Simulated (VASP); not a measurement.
Write the native input for VASP 6.6.1 that does the following.

```
Task                   : single point
Functional             : PBE
Dispersion             : D3(BJ)
Potentials or basis    : VASP PAW PBE potentials, release 64 (W_sv, S)
Cutoff                 : 520 eV
k mesh                 : 12 × 12 × 4
Occupations            : gaussian, width 0.05 eV
Spin                   : no spin polarisation
Dipole correction      : no
Further INCAR settings : ALGO = Normal; EDIFF = 1e-07; NBANDS = 35
```

The structure of WS2 lies in POSCAR:

```
WS2
1.0
    3.1542061832      0.0000000000      0.0000000000
   -1.5771030916      2.7316226834      0.0000000000
    0.0000000000      0.0000000000     12.1399091344
W S
2 4
Direct
    0.3882457489      0.7764914978      0.2500000000
    0.6117542511      0.2235085022      0.7500000000
    0.2790719835      0.5581439671      0.6202874207
    0.7209280165      0.4418560329      0.1202874207
    0.2790719835      0.5581439671      0.8797125793
    0.7209280165      0.4418560329      0.3797125793
```

This cell differs from its parent crystal: atoms displaced along a vibrational mode.

The input as run:

INCAR

```
ALGO = Normal
EDIFF = 1E-7
ENCUT = 520
GGA = PE
ISIF = 2
ISMEAR = 0
IVDW = 12
LASPH = True
LCHARG = False
LREAL = False
LWAVE = False
NBANDS = 35
NELM = 80
PREC = Accurate
SIGMA = 0.05
```

KPOINTS

```
k-points
0
Gamma
  12 12 4
```

Potentials or basis: VASP PAW PBE potentials, release 64 (W_sv, S).

Command:

```console
$ cat potpaw_PBE.64/W_sv/POTCAR potpaw_PBE.64/S/POTCAR > POTCAR
$ mpirun -np 1 vasp_std > vasp.out
```

It gave:

The pressure is 0.2 GPa, the largest force is 0.134 eV/Å and the band gap on the k mesh is 0.89 eV (least direct gap 1.85 eV). The dispersion energy per atom is -0.435 eV.

Caveat: the cell differs from its parent crystal (atoms displaced along a vibrational mode); spin-orbit coupling is left out, which moves the levels of the heavy elements.

It took 8.6 min on 1 thread of Intel(R) Xeon(R) Platinum 8259CL CPU @ 2.50GHz (Skylake/Cascade Lake), on a shared host, peak memory 0.49 GiB.
